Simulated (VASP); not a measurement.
A run of VASP 6.6.1:

File INCAR:

```
PREC = Accurate
ENCUT = 600
EDIFF = 1E-6
ISMEAR = -1
SIGMA = 0.02
LREAL = False
LASPH = True
NELM = 60
ALGO = Normal
ISIF = 3
LWAVE = False
LCHARG = False
GGA = PS
IBRION = 2
NSW = 80
EDIFFG = -0.005
```

The input KPOINTS:

```
Automatic mesh
0
Gamma
  8 8 8
```

Contents of POSCAR:

```
NaF
1.0
    2.8648044011      0.0000000000      0.0000000000
    0.0000000000      2.8648044011      0.0000000000
    0.0000000000      0.0000000000      2.8648044011
Na F
1 1
Direct
    0.0000000000      0.0000000000      0.0000000000
    0.5000000000      0.5000000000      0.5000000000
```

Potentials or basis: VASP PAW PBE potentials, release 64 (Na_pv, F).

Run with:

```bash
$ cat potpaw_PBE.64/Na_pv/POTCAR potpaw_PBE.64/F/POTCAR > POTCAR
$ mpirun -np 1 vasp_std > vasp.out
```

Hardware: 1 thread of Intel Xeon 8259CL, with other jobs on the host.

Q: Estimate the wall time of this run.

A: Wall time 29 s on 1 thread of Intel Xeon 8259CL, on a shared host, peak memory 0.14 GiB. Counts: scf iterations 32, k points 35, ion steps 4.
